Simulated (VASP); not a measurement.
# Ti2O (P-3m1) in VASP: further runs, part 2 of 2

VASP 6.6.1. Earlier steps stand in the parts before.

## 3. Single point, r2SCAN

POSCAR reads:

```
Ti2O
1.0
    2.9193980238      0.0000000000      0.0000000000
   -1.4596990119      2.5282728524      0.0000000000
    0.0000000000      0.0000000000      4.7130000000
Ti O
2 1
Direct
    0.6666666667      0.3333333333      0.2787400000
    0.3333333333      0.6666666667      0.7212600000
    0.0000000000      0.0000000000      0.0000000000
```

INCAR.step1 reads:

```
ALGO = Normal
EDIFF = 1E-5
ENCUT = 660
GGA = PE
GGA_COMPAT = F
ISMEAR = 0
LASPH = T
LCHARG = F
LREAL = F
LWAVE = T
NBANDS = 22
NELM = 120
PREC = Accurate
SIGMA = 0.01
```

INCAR.step2 reads:

```
ALGO = Normal
EDIFF = 1E-6
ENCUT = 660
GGA_COMPAT = F
ISIF = 2
ISMEAR = 0
ISTART = 1
LASPH = T
LCHARG = F
LMIXTAU = T
LREAL = F
LWAVE = F
METAGGA = R2SCAN
NBANDS = 22
NELM = 120
PREC = Accurate
SIGMA = 0.01
```

KPOINTS reads:

```
k-points
0
Gamma
  9 9 5
```

Potentials or basis: VASP PAW PBE potentials, release 64 (Ti_sv, O).

The run is started by

```
cat potpaw_PBE.64/Ti_sv/POTCAR potpaw_PBE.64/O/POTCAR > POTCAR
cp INCAR.step1 INCAR
mpirun -np 1 vasp_std > vasp.out
cp INCAR.step2 INCAR
mpirun -np 1 vasp_std > vasp.out
```

It took 3.1 min on 1 thread of Intel Xeon 8259CL, shared host; peak memory 0.2 GiB.

It converged, with:

* Free energy: -37.7713 eV
* Pressure: 10.0 GPa
* Largest force: 1.041 eV/Å
* Band gap on the k mesh: zero (bands 15 and 16 overlap by 0.72 eV)

Forces in eV/Å, atoms in the order of the input:
```
Ti   0.000  0.000 -1.041
Ti   0.000  0.000  1.041
O    0.000  0.000  0.000
```

Stress tensor (GPa, compression positive):
```
 7.49  0.00  0.00
 0.00  7.49  0.00
 0.00  0.00 14.90
```

Levels at points of the mesh, in eV from the Fermi level:
| k point | band 12 | band 13 | band 14 | band 15 | band 16 | band 17 | band 18 | band 19 |
| --- | --- | --- | --- | --- | --- | --- | --- | --- |
| (0.00, 0.00, 0.00) | -6.23 | -4.10 | -0.61 | 0.42 | 0.47 | 0.47 | 0.98 | 0.98 |

Caveat: the cell stands under pressure; the PAW data sets were made with another functional, which shifts forces and pressure a little.

## 4. Single point, r2SCAN

POSCAR is that of step 3.

INCAR.step1 reads:

```
SYSTEM = Ti2O
PREC = Accurate ; ENCUT = 660
ISMEAR = 0 ; SIGMA = 0.05
LREAL = .False. ; LASPH = .True.
NELM = 120 ; NBANDS = 22
GGA = PE ; ALGO = Normal
EDIFF = 1E-5 ; LWAVE = .True.
LCHARG = .False. ; GGA_COMPAT = .False.
```

INCAR.step2 reads:

```
SYSTEM = Ti2O
PREC = Accurate ; ENCUT = 660
EDIFF = 1E-6 ; ISMEAR = 0
SIGMA = 0.05 ; LREAL = .False.
LASPH = .True. ; NELM = 120
ALGO = Normal ; ISIF = 2
LWAVE = .False. ; LCHARG = .False.
METAGGA = R2SCAN ; LMIXTAU = .True.
NBANDS = 22 ; ISTART = 1
GGA_COMPAT = .False.
```

KPOINTS reads:

```
regular mesh
0
Gamma
  9 9 5
  0 0 0
```

The run is started by

```
cat potpaw_PBE.64/Ti_sv/POTCAR potpaw_PBE.64/O/POTCAR > POTCAR
cp INCAR.step1 INCAR
mpirun -np 1 vasp_std > vasp.out
cp INCAR.step2 INCAR
mpirun -np 1 vasp_std > vasp.out
```

Run time: 2.8 min. Hardware: 1 thread of Intel Xeon 8259CL, shared host; peak memory 0.2 GiB.

The run converged. Its results:

| Property | Result |
| --- | --- |
| Free energy | -37.7717 eV |
| Pressure | 10.0 GPa |
| Largest force | 1.035 eV/Å |
| Band gap on the k mesh | zero (bands 15 and 16 overlap by 0.72 eV) |

Forces in eV/Å, atoms in the order of the input:
```
Ti   0.000  0.000 -1.035
Ti   0.000  0.000  1.035
O    0.000  0.000  0.000
```

Stress tensor (GPa, compression positive):
```
 7.48  0.00  0.00
 0.00  7.48  0.00
 0.00  0.00 14.95
```

Levels at points of the mesh, in eV from the Fermi level:
| k point | band 11 | band 12 | band 13 | band 14 | band 15 | band 16 | band 17 | band 18 | band 19 | band 20 |
| --- | --- | --- | --- | --- | --- | --- | --- | --- | --- | --- |
| (0.00, 0.00, 0.00) | -6.25 | -6.25 | -4.12 | -0.63 | 0.39 | 0.44 | 0.44 | 0.96 | 0.96 | 1.48 |

Caveat: the cell stands under pressure; the PAW data sets were made with another functional, which shifts forces and pressure a little.

## 5. Single point, r2SCAN

POSCAR is that of step 4.

INCAR.step1 reads:

```
SYSTEM = Ti2O
PREC = Accurate
ENCUT = 660
ISMEAR = 0
SIGMA = 0.1
LREAL = .FALSE.
LASPH = .TRUE.
NELM = 120
NBANDS = 22
GGA = PE
ALGO = Normal
EDIFF = 1E-5
LWAVE = .TRUE.
LCHARG = .FALSE.
GGA_COMPAT = .FALSE.
```

INCAR.step2 reads:

```
SYSTEM = Ti2O
PREC = Accurate
ENCUT = 660
EDIFF = 1E-6
ISMEAR = 0
SIGMA = 0.1
LREAL = .FALSE.
LASPH = .TRUE.
NELM = 120
ALGO = Normal
ISIF = 2
LWAVE = .FALSE.
LCHARG = .FALSE.
METAGGA = R2SCAN
LMIXTAU = .TRUE.
NBANDS = 22
ISTART = 1
GGA_COMPAT = .FALSE.
```

KPOINTS reads:

```
Automatic mesh
0
G
  9 9 5
  0 0 0
```

The run is started by

```
cat potpaw_PBE.64/Ti_sv/POTCAR potpaw_PBE.64/O/POTCAR > POTCAR
cp INCAR.step1 INCAR
mpirun -np 1 vasp_std > vasp.out
cp INCAR.step2 INCAR
mpirun -np 1 vasp_std > vasp.out
```

It took 3.7 min on 1 thread of Intel Xeon 8259CL, shared host; peak memory 0.2 GiB.

The run converged. Its results:

```yaml
Free_energy: -37.7731 eV
Pressure: 10.0 GPa
Largest_force: 1.023 eV/Å
Band_gap_on_the_k_mesh: zero (bands 15 and 16 overlap by 0.72 eV)
```

Forces on the atoms (eV/Å):
```
Ti   0.000  0.000 -1.023
Ti   0.000  0.000  1.023
O    0.000  0.000  0.000
```

Stress tensor (GPa, compression positive):
```
 7.44  0.00  0.00
 0.00  7.44  0.00
 0.00  0.00 15.05
```

Levels at points of the mesh, in eV from the Fermi level:
```
           k point  band 13  band 14  band 15  band 16  band 17  band 18
(0.00, 0.00, 0.00)    -4.12    -0.63     0.40     0.45     0.45     0.97
```

Caveat: the cell stands under pressure; the PAW data sets were made with another functional, which shifts forces and pressure a little.

## 6. Single point, r2SCAN

POSCAR is that of step 5.

INCAR.step1 reads:

```
SYSTEM = Ti2O
PREC     = Accurate       ! precision mode
ENCUT    = 660            ! plane-wave cutoff, eV
ISMEAR   = 0              ! smearing method
SIGMA    = 0.2            ! smearing width, eV
LREAL    = .False.        ! projectors in reciprocal space
LASPH    = .True.         ! aspherical terms in the spheres
NELM     = 120            ! most SCF steps
NBANDS   = 22             ! bands
GGA      = PE             ! functional
ALGO     = Normal         ! electronic algorithm
EDIFF    = 1E-5           ! SCF threshold, eV
LWAVE    = .True.         ! write WAVECAR
LCHARG   = .False.        ! write CHGCAR
GGA_COMPAT= .False.
```

INCAR.step2 reads:

```
SYSTEM = Ti2O
PREC     = Accurate       ! precision mode
ENCUT    = 660            ! plane-wave cutoff, eV
EDIFF    = 1E-6           ! SCF threshold, eV
ISMEAR   = 0              ! smearing method
SIGMA    = 0.2            ! smearing width, eV
LREAL    = .False.        ! projectors in reciprocal space
LASPH    = .True.         ! aspherical terms in the spheres
NELM     = 120            ! most SCF steps
ALGO     = Normal         ! electronic algorithm
ISIF     = 2              ! what is computed and relaxed
LWAVE    = .False.        ! write WAVECAR
LCHARG   = .False.        ! write CHGCAR
METAGGA  = R2SCAN         ! meta-GGA
LMIXTAU  = .True.       
NBANDS   = 22             ! bands
ISTART   = 1            
GGA_COMPAT= .False.
```

KPOINTS reads:

```
regular mesh
0
Gamma
  9 9 5
  0 0 0
```

Potentials or basis: VASP PAW PBE potentials, release 64 (Ti_sv, O).

The run is started by

```
cat potpaw_PBE.64/Ti_sv/POTCAR potpaw_PBE.64/O/POTCAR > POTCAR
cp INCAR.step1 INCAR
mpirun -np 1 vasp_std > vasp.out
cp INCAR.step2 INCAR
mpirun -np 1 vasp_std > vasp.out
```

OUTCAR:

```text
SYSTEM = Ti2O
   PREC = Accurate
   ENCUT = 660
   EDIFF = 1E-6
   ISMEAR = 0
   LREAL = .False.
   LASPH = .True.
   NELM = 120
   ISIF = 2
   METAGGA = R2SCAN
   ISTART = 1

 ion  position               nearest neighbor table
   1  0.667  0.333  0.279-   3 2.14   3 2.14   3 2.14   2 2.68   2 2.68   2 2.68
   2  0.333  0.667  0.721-   3 2.14   3 2.14   3 2.14   1 2.68   1 2.68   1 2.68
   3  0.000  0.000  0.000-   1 2.14   2 2.14   1 2.14   2 2.14   1 2.14   2 2.14

  LATTYP: Found a hexagonal cell.
 ALAT       =     2.9193980238
 C/A-ratio  =     1.6143739091

  Lattice vectors:
[... 195 lines left out ...]
      6     -23.8082      2.00000
[... 589 lines left out ...]
     21      13.5571      0.00000
     22      14.0423      0.00000

 [... further k-points ...]
[... 5 lines left out ...]
  --------------------------------------------------------------------------------------
  -------------------------------------------------------------------------------------
  Total        1.6055911      1.6055911      3.3029197      0.0000000      0.0000000      0.0000000
  in kB       73.9487523     73.9487523    152.1226589      0.0000000      0.0000000      0.0000000
  external PRESSURE =     100.0067212 kB  Pullay stress =       0.0000000 kB

 VOLUME and BASIS-vectors are now :
 -----------------------------------------------------------------------------
  energy-cutoff  :      660.00
  volume of cell :       34.79
      direct lattice vectors                 reciprocal lattice vectors
     2.919398024  0.000000000  0.000000000     0.342536369  0.197763465  0.000000000
    -1.459699012  2.528272852  0.000000000     0.000000000  0.395526930  0.000000000
     0.000000000  0.000000000  4.713000000     0.000000000  0.000000000  0.212179079

 POSITION                                       TOTAL-FORCE (eV/Angst)
 -----------------------------------------------------------------------------------
      1.45970      0.84276      1.31370         0.000000      0.000000     -1.031093
     -0.00000      1.68552      3.39930        -0.000000     -0.000000      1.031093
      0.00000      0.00000      0.00000        -0.000000      0.000000      0.000000
 -----------------------------------------------------------------------------------
    total drift:                               -0.000000      0.000000      0.000000

  FREE ENERGIE OF THE ION-ELECTRON SYSTEM (eV)
  ---------------------------------------------------
  free  energy   TOTEN  =       -37.7790113530 eV

  energy  without entropy=      -37.7636792299  energy(sigma->0) =      -37.77134529
```

It took 3.5 min on 1 thread of Intel Xeon 8259CL, shared host; peak memory 0.2 GiB.

Results:

```
Free energy            : -37.7790 eV
Pressure               : 10.0 GPa
Largest force          : 1.031 eV/Å
Band gap on the k mesh : zero (bands 15 and 16 overlap by 0.72 eV)
```

Forces on the atoms (eV/Å):
```
Ti   0.000  0.000 -1.031
Ti   0.000  0.000  1.031
O    0.000  0.000  0.000
```

Levels at points of the mesh, in eV from the Fermi level:
```tsv
k point	band 11	band 12	band 13	band 14	band 15	band 16	band 17	band 18	band 19	band 20
(0.00, 0.00, 0.00)	-6.25	-6.25	-4.12	-0.63	0.39	0.45	0.45	0.96	0.96	1.48
```

Caveat: the cell stands under pressure; the PAW data sets were made with another functional, which shifts forces and pressure a little.

## 7. The runs side by side

| k mesh | smearing | gap on the mesh (eV) | pressure (GPa) | largest force (eV/Å) |
| --- | --- | --- | --- | --- |
| 6 × 6 × 4 | gaussian 0.1 eV | none | 10.1 | 0.90 |
| 9 × 9 × 5 | gaussian 0.01 eV | none | 10.0 | 1.04 |
| 9 × 9 × 5 | gaussian 0.05 eV | none | 10.0 | 1.03 |
| 9 × 9 × 5 | gaussian 0.1 eV | none | 10.0 | 1.02 |
| 9 × 9 × 5 | gaussian 0.2 eV | none | 10.0 | 1.03 |

Alike in all rows: task single point; level r2SCAN; potentials or basis VASP PAW PBE potentials, release 64 (Ti_sv, O); no spin polarisation; cell as given; cutoff (eV) 660.

Caveats: some runs use coarse meshes; the PAW data sets were made with another functional, which shifts forces and pressure a little; the cell stands under pressure (at least some runs).

Total energies depend on the potentials used, so only differences within one code and one set of settings carry meaning.
